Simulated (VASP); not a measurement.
Here is a VASP 6.6.1 calculation.

The input INCAR:

```
SYSTEM = MnS
ALGO = Normal
EDIFF = 1E-7
ENCUT = 520
GGA = PE
ISIF = 2
ISMEAR = 0
ISPIN = 2
LASPH = .True.
LCHARG = .False.
LMAXMIX = 4
LORBIT = 11
LREAL = .False.
LWAVE = .False.
MAGMOM = 4.6 0.15
NBANDS = 20
NELM = 150
PREC = Accurate
SIGMA = 0.1
```

Contents of KPOINTS:

```
k-points
0
Gamma
  14 14 14
  0 0 0
```

The input POSCAR:

```
MnS
1.0
    0.0000000000      2.5476020649      2.5476020649
    2.5476020649      0.0000000000      2.5476020649
    2.5476020649      2.5476020649      0.0000000000
Mn S
1 1
Direct
    0.0000000000      0.0000000000      0.0000000000
    0.5000000000      0.5000000000      0.5000000000
```

Potentials or basis: VASP PAW PBE potentials, release 64 (Mn_pv, S).

The run is started by

```sh
$ cat potpaw_PBE.64/Mn_pv/POTCAR potpaw_PBE.64/S/POTCAR > POTCAR
$ mpirun -np 1 vasp_std > vasp.out
```

Question: Predict the net moment.

Answer: 4.49 μB per cell.

Question: Predict the site moments.

Answer: Mn +4.09; S +0.08 μB.

Caveat: a cell with one magnetic atom can't hold antiferromagnetic order, which such compounds often take.
